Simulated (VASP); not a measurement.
# Si3N in VASP: further runs, part 2 of 3

VASP 6.6.1. The steps go on from the part before.

### 4 Single point, PBE+D3(BJ)

INCAR

```
ALGO     = Normal         # electronic algorithm
DIPOL    = 0.5 0.5 0.321
EDIFF    = 1E-6           # SCF threshold, eV
ENCUT    = 520            # plane-wave cutoff, eV
GGA      = PE             # functional
IDIPOL   = 3            
ISIF     = 2              # what is computed and relaxed
ISMEAR   = 0              # smearing method
IVDW     = 12             # dispersion correction
LASPH    = T              # aspherical terms in the spheres
LCHARG   = F              # write CHGCAR
LDIPOL   = T            
LREAL    = F              # projectors in reciprocal space
LWAVE    = F              # write WAVECAR
NBANDS   = 27             # bands
NELM     = 60             # most SCF steps
PREC     = Accurate       # precision mode
SIGMA    = 0.05           # smearing width, eV
```

KPOINTS

```
k-points
0
Gamma
  7 5 1
```

POSCAR

```
Si3N
1.0
    3.8333442755      0.0000000000      0.0000000000
    0.0000000000      5.4211674636      0.0000000000
    0.0000000000      0.0000000000     22.4877586337
Si N
6 2
Direct
    0.5000000000      0.0000000000      0.1778745523
    0.0000000000      0.2500000000      0.1778745523
    0.0000000000      0.5038839981      0.2608672216
    0.5000000000      0.7461160019      0.2608672216
    0.5000000000      0.0086033066      0.3418641564
    0.0000000000      0.2413966934      0.3418641564
    0.5000000000      0.1752699732      0.4797169344
    0.5000000000      0.1752699732      0.5286324363
```

Command:

```sh
> cat potpaw_PBE.64/Si/POTCAR potpaw_PBE.64/N/POTCAR > POTCAR
> mpirun -np 1 vasp_std > vasp.out
```

Run time: 3.4 min. Hardware: 1 thread of Intel Xeon Platinum 8375C at 2.90GHz (Ice Lake), shared host; peak memory 0.54 GiB.

Results (log left out):

| Property | Result |
| --- | --- |
| Free energy | -46.5997 eV |
| Largest force | 2.238 eV/Å |
| Band gap on the k mesh | zero (band 17 reaches -1.46 eV, above the bottom of band 18 at -1.76 eV) |
| Dispersion energy per atom | -0.205 eV |

Forces on the atoms (eV/Å):
```
Si   0.000  0.567 -0.042
Si   0.000 -0.577 -0.027
Si   0.000 -0.098 -0.018
Si   0.000  0.098 -0.021
Si   0.000 -0.056 -0.064
Si   0.000  0.029  0.016
N    0.000  0.055 -2.081
N    0.000 -0.018  2.238
```

Levels at points of the mesh, in eV from the Fermi level:
```tsv
k point	band 13	band 14	band 15	band 16	band 17	band 18	band 19	band 20	band 21	band 22
(0.00, 0.00, 0.00)	-2.52	-1.25	-0.68	-0.46	-0.33	0.23	1.16	1.90	2.50	2.62
```

Caveat: the standard files for N, O and F lose accuracy on very short bonds.

### 5 Single point, PBE+D3(BJ)

INCAR

```
SYSTEM = Si3N
PREC = Accurate ; ENCUT = 520
EDIFF = 1E-6 ; ISMEAR = 0
SIGMA = 0.05 ; LREAL = .False.
LASPH = .True. ; NELM = 60
ALGO = Normal ; ISIF = 2
LWAVE = .False. ; LCHARG = .False.
LDIPOL = .True. ; IDIPOL = 3
DIPOL = 0.5 0.5 0.321 ; GGA = PE
IVDW = 12 ; NBANDS = 27
```

KPOINTS

```
regular mesh
0
Gamma
  7 5 1
  0 0 0
```

Changes to POSCAR since step 4:

```diff
@@ -14,3 +14,3 @@
     0.0000000000      0.2413966934      0.3418641564
-    0.5000000000      0.1752699732      0.4797169344
-    0.5000000000      0.1752699732      0.5286324363
+    0.5000000000      0.5086033066      0.4797169344
+    0.5000000000      0.5086033066      0.5286324363
```

Potentials or basis: VASP PAW PBE potentials, release 64 (Si, N).

Command:

```sh
> cat potpaw_PBE.64/Si/POTCAR potpaw_PBE.64/N/POTCAR > POTCAR
> mpirun -np 1 vasp_std > vasp.out
```

OUTCAR:

```text
SYSTEM = Si3N
   PREC = Accurate
   ENCUT = 520
   EDIFF = 1E-6
   ISMEAR = 0
   LREAL = .False.
   LASPH = .True.
   NELM = 60
   ISIF = 2
   GGA = PE
   IVDW = 12
 IVDW          = 12

 ion  position               nearest neighbor table
   1  0.500  0.000  0.178-   4 2.32   2 2.35   2 2.35
   2  0.000  0.250  0.178-   3 2.32   1 2.35   1 2.35
   3  0.000  0.504  0.261-   6 2.31   2 2.32   4 2.32   4 2.32
   4  0.500  0.746  0.261-   5 2.31   1 2.32   3 2.32   3 2.32
   5  0.500  0.009  0.342-   6 2.29   6 2.29   4 2.31
   6  0.000  0.241  0.342-   5 2.29   5 2.29   3 2.31
   7  0.500  0.509  0.480-   8 1.10
   8  0.500  0.509  0.529-   7 1.10

  LATTYP: Found a simple orthorhombic cell.
 ALAT       =     3.8333442755
 B/A-ratio  =     1.4142135624
 C/A-ratio  =     5.8663550721

  Lattice vectors:

 A1 = (   3.8333442755,   0.0000000000,   0.0000000000)
 A2 = (   0.0000000000,   5.4211674636,   0.0000000000)
 A3 = (   0.0000000000,   0.0000000000,  22.4877586337)

Analysis of symmetry for initial positions (statically):
=====================================================================
 Subroutine PRICEL returns:
 Original cell was already a primitive cell.

 Routine SETGRP: Setting up the symmetry group for a
 simple orthorhombic supercell.

 Subroutine GETGRP returns: Found  2 space group operations
 (whereof  2 operations were pure point group operations)
 out of a pool of  8 trial point group operations.

The static configuration has the point symmetry C_1h.

Analysis of symmetry for dynamics (positions and initial velocities):
=====================================================================
 Subroutine PRICEL returns:
 Original cell was already a primitive cell.

 Routine SETGRP: Setting up the symmetry group for a
 simple orthorhombic supercell.

 Subroutine GETGRP returns: Found  2 space group operations
 (whereof  2 operations were pure point group operations)
 out of a pool of  8 trial point group operations.

The dynamic configuration has the point symmetry C_1h.

 Subroutine INISYM returns: Found  2 space group operations
 (whereof  2 operations are pure point group operations),
 and found     1 'primitive' translations

----------------------------------------------------------------------------------------

                                     Primitive cell

  volume of cell :     467.3226

  direct lattice vectors                    reciprocal lattice vectors
     3.833344276  0.000000000  0.000000000     0.260868821  0.000000000  0.000000000
     0.000000000  5.421167464  0.000000000     0.000000000  0.184462112  0.000000000
     0.000000000  0.000000000 22.487758634     0.000000000  0.000000000  0.044468638

  length of vectors
     3.833344276  5.421167464 22.487758634     0.260868821  0.184462112  0.044468638

  position of ions in fractional coordinates (direct lattice)
     0.500000000  0.000000000  0.177874552
     0.000000000  0.250000000  0.177874552
     0.000000000  0.503883998  0.260867222
     0.500000000  0.746116002  0.260867222
     0.500000000  0.008603307  0.341864156
[... 54 lines left out ...]
  0.428571  0.400000  0.000000      4.000000
   k-points           NKPTS =     12   k-points in BZ     NKDIM =     12   number of bands    NBANDS=     27
   number of dos      NEDOS =    301   number of ions     NIONS =      8
   total plane-waves  NPLWV = 201600
   dimension x,y,z NGX =    30 NGY =   40 NGZ =  168
   dimension x,y,z NGXF=    60 NGYF=   80 NGZF=  336
   ions per type =               6   2
   NGX,Y,Z   is equivalent  to a cutoff of  13.01, 12.27, 12.42 a.u.
   NGXF,Y,Z  is equivalent  to a cutoff of  26.02, 24.53, 24.84 a.u.
 SYSTEM =  Si3N
   PREC   = accura    normal or accurate (medium, high low for compatibility)
   ISTART =      0    job   : 0-new  1-cont  2-samecut
   ICHARG =      2    charge: 1-file 2-atom 10-const
   ISPIN  =      1    spin polarized calculation?
   LNONCOLLINEAR =      F non collinear calculations
   LSORBIT =      F    spin-orbit coupling
   LASPH  =      T    aspherical Exc in radial PAW
   ENCUT  =  520.0 eV  38.22 Ry    6.18 a.u.   7.13 10.08 41.81*2*pi/ulx,y,z
   NELM   =     60;   NELMIN=  2; NELMDL= -5     # of ELM steps
   EDIFF  = 0.1E-05   stopping-criterion for ELM
   LREAL  =      F    real-space projection
   EDIFFG = 0.1E-04   stopping-criterion for IOM
   NSW    =      0    number of steps for IOM
   IBRION =     -1    ionic relax: 0-MD 1-quasi-New 2-CG
   NFREE  =      0    steps in history (QN), initial steepest desc. (CG)
   ISIF   =      2    stress and relaxation
   ISYM   =      2    0-nonsym 1-usesym 2-fastsym
   POTIM  = 0.5000    time-step for ionic-motion
   TEBEG  =    0.0;   TEEND  =   0.0 temperature during run
   PSTRESS=    0.0 pullay stress
   NELECT =      34.0000    total number of electrons
   NUPDOWN=      -1.0000    fix difference up-down
   EMIN   =  10.00;   EMAX   =-10.00  energy-range for DOS
   EFERMI =   0.00;   METHOD = LEGACY
   ISMEAR =     0;   SIGMA  =   0.05  broadening in eV -4-tet -1-fermi 0-gaus
   EFERMI_NEDOS =   21; number of points for ismear=-14 and -15
   IALGO  =     38    algorithm
   IMIX   =      4    mixing-type and parameters
     AMIX     =   0.40;   BMIX     =  1.00
     AMIX_MAG =   1.60;   BMIX_MAG =  1.00
  volume/ion in A,a.u.               =      58.42       394.21
  Fermi-wavevector in a.u.,A,eV,Ry     =   0.683432  1.291500  6.355006  0.467080
  Thomas-Fermi vector in A             =   1.762794
   LORBIT       =      0    0 simple, 1 ext, 2 COOP (PROOUT), +10 PAW based schemes
   GGA     = PE    functional components
   LHFCALC =     F    Hartree Fock is set to
   AEXX    =    0.0000 exact exchange contribution
   IVDW    =    12    specifies the selected vdW correction
   LEPSILON=     F    determine dielectric tensor
   LRPA    =     F    only Hartree local field effects (RPA)
 non-spin polarized calculation
 Gauss-broadening in eV      SIGMA  =   0.05
  energy-cutoff  :      520.00
  volume of cell :      467.32
 maximum number of plane-waves:     12627
 NGX is ok and might be reduce to    30
   NGX = 15   NGY = 21   NGZ = 83

 dipolmoment           0.000000      0.000000     -0.002305 electrons x Angstroem

 number of electron      34.0000001 magnetization

 dipolmoment           0.000000      0.000000      0.003168 electrons x Angstroem

 Free energy of the ion-electron system (eV)
  ---------------------------------------------------
  ext. energy  EPLUGINS =         0.00000000
  ---------------------------------------------------
  free energy    TOTEN  =       -45.01622042 eV

  energy without entropy =      -45.00876500  energy(sigma->0) =      -45.01249271

 E-fermi :  -1.7525     XC(G=0):  -3.8132

 val. band max:       -1.7648720356   @ k =   0.2857   0.2000   0.0000
 cond. band min:      -1.7464223264   @ k =   0.2857   0.4000   0.0000
 fundamental gap:      0.0184497092
 Fermi energy:        -1.7525257456

 k-point     1 :       0.0000    0.0000    0.0000
  band No.  band energies     occupation
      1     -25.5251      2.00000
      2     -13.1641      2.00000
      3     -11.3185      2.00000
      4     -10.6169      2.00000
      5      -9.8588      2.00000
      6      -8.8286      2.00000
[... 349 lines left out ...]
     26       2.7040      0.00000
     27       3.2083      0.00000

------------------------ aborting loop because EDIFF is reached ----------------------------------------

 vacuum level on the upper side and lower side of the slab       (xc-potential included)        -0.091        -0.118

 Edisp (eV)   -1.63437

 E8    (eV) :    -0.6922

  FORCE on cell =-STRESS in cart. coord.  units (eV):
  Direction    XX          YY          ZZ          XY          YZ          ZX
  --------------------------------------------------------------------------------------
  -------------------------------------------------------------------------------------
  Total       0.10508     0.17545     2.64047     0.00000    -0.00940     0.00000
  in kB       0.36025     0.60152     9.05263     0.00000    -0.03221     0.00000
  external pressure =        3.34 kB  Pullay stress =        0.00 kB

 VOLUME and BASIS-vectors are now :
 -----------------------------------------------------------------------------
  energy-cutoff  :      520.00
  volume of cell :      467.32
      direct lattice vectors                 reciprocal lattice vectors
     3.833344276  0.000000000  0.000000000     0.260868821  0.000000000  0.000000000
     0.000000000  5.421167464  0.000000000     0.000000000  0.184462112  0.000000000
     0.000000000  0.000000000 22.487758634     0.000000000  0.000000000  0.044468638

 POSITION                                       TOTAL-FORCE (eV/Angst)
 -----------------------------------------------------------------------------------
      1.91667      0.00000      4.00000         0.000000      0.547942     -0.064573
      0.00000      1.35529      4.00000         0.000000     -0.549073     -0.052121
      0.00000      2.73164      5.86632         0.000000     -0.068634      0.002431
      1.91667      4.04482      5.86632         0.000000      0.083284      0.013355
      1.91667      0.04664      7.68776         0.000000      0.016177      0.066305
      0.00000      1.30865      7.68776         0.000000     -0.034142      0.049681
      1.91667      2.75722     10.78776         0.000000      0.004336     -2.187900
      1.91667      2.75722     11.88776         0.000000      0.000110      2.172821
 -----------------------------------------------------------------------------------
    total drift:                                0.000000      0.000217     -0.000528

  FREE ENERGIE OF THE ION-ELECTRON SYSTEM (eV)
  ---------------------------------------------------
  free  energy   TOTEN  =       -46.6505933364 eV

  energy  without entropy=      -46.6431379231  energy(sigma->0) =      -46.64686563

 vacuum level on the upper side and lower side of the slab         3.047         3.019
```

Wall time 3.6 min (1 thread of Intel Xeon Platinum 8375C at 2.90GHz (Ice Lake), shared host); peak memory 0.54 GiB.

What came out:

| Item | Value |
| --- | --- |
| Free energy | -46.6506 eV |
| Largest force | 2.188 eV/Å |
| Band gap on the k mesh | zero (band 17 reaches -1.58 eV, above the bottom of band 18 at -1.84 eV) |
| Dispersion energy per atom | -0.204 eV |

Forces on the atoms (eV/Å):
```
Si   0.000  0.548 -0.065
Si   0.000 -0.549 -0.052
Si   0.000 -0.069  0.002
Si   0.000  0.083  0.013
Si   0.000  0.016  0.066
Si   0.000 -0.034  0.050
N    0.000  0.004 -2.188
N    0.000  0.000  2.173
```

Caveat: the standard files for N, O and F lose accuracy on very short bonds.

[end of part 2 of 3]
